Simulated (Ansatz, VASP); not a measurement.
**NaI: VASP beside Ansatz**

Contents of POSCAR:

```
NaI
1.0
    0.0000000000      3.1974233064      3.2458691141
    3.1974233064      0.0000000000      3.2458691141
    3.1974233064      3.1974233064      0.0000000000
Na I
1 1
Direct
    0.0000000000      0.0000000000      0.0000000000
    0.5000000000      0.5000000000      0.5000000000
```

Contents of INCAR.step1:

```
SYSTEM = NaI
PREC = Accurate
ENCUT = 520
ISMEAR = 0
SIGMA = 0.01
LREAL = .FALSE.
LASPH = .TRUE.
NELM = 100
NBANDS = 14
GGA = PE
ALGO = Normal
EDIFF = 1E-4
LWAVE = .TRUE.
LCHARG = .FALSE.
```

INCAR.step2

```
SYSTEM = NaI
PREC = Accurate
ENCUT = 520
EDIFF = 1E-7
ISMEAR = 0
SIGMA = 0.01
LREAL = .FALSE.
LASPH = .TRUE.
NELM = 100
ALGO = Normal
ISIF = 2
LWAVE = .FALSE.
LCHARG = .FALSE.
METAGGA = R2SCAN
LMIXTAU = .TRUE.
NBANDS = 14
ISTART = 1
```

The input KPOINTS:

```
regular mesh
0
G
  8 8 8
  0 0 0
```

Input for Ansatz:

```yaml
crystal:
  lattice:
    - [0.0, 3.1974233064, 3.2458691141]
    - [3.1974233064, 0.0, 3.2458691141]
    - [3.1974233064, 3.1974233064, 0.0]
  atoms:
    - { symbol: Na, position: [0.0, 0.0, 0.0] }
    - { symbol: I, position: [0.5, 0.5, 0.5] }
kpoints:
  mp_grid: { grid: [8, 8, 8] }
  band_path:
    path:
      - [0.0, 0.0, 0.0]
      - [0.5, 0.0, 0.5]
      - [0.625, 0.25, 0.625]
      - [0.375, 0.375, 0.75]
      - [0.5, 0.5, 0.5]
      - [0.5, 0.25, 0.75]
    npoints: 1
hamiltonian:
  xc: r2scan
scf:
  occupations: { method: fixed }
  n_extra_bands: 4
output:
  forces: true
  stress: true
  eigenvalues: true
```

Change from the starting cell: epitaxial_xy strain -1.0%.

Alike in both runs: task single point; functional r2SCAN; k mesh 8 × 8 × 8; no spin polarisation.

```csv
,VASP,Ansatz
version,VASP 6.6.1,Ansatz 0.2.0
potentials or method,"VASP PAW PBE potentials, release 64 (Na_pv, I)","plane waves, PAW"
plane-wave cutoff (eV),520,500
occupations,"gaussian, width 0.01 eV",fixed
valence electrons in the cell,14,26
```

|  | VASP | Ansatz | Ansatz less VASP |
| --- | --- | --- | --- |
| gap on the k mesh at the Fermi level (eV) | 4.49 | 4.49 | -0.009 |
| pressure (GPa) | 0.2 | 0.3 | +0.10 |
| traceless stress, the component that is largest in VASP (GPa) | -0.29 | -0.30 | -0.002 |

VASP's potentials were made for PBE, not for r2SCAN. VASP's potentials hold 14 valence electrons a cell and Ansatz's 26, so a difference there can come from the potentials and not from the codes.

Spin-orbit coupling is off throughout.
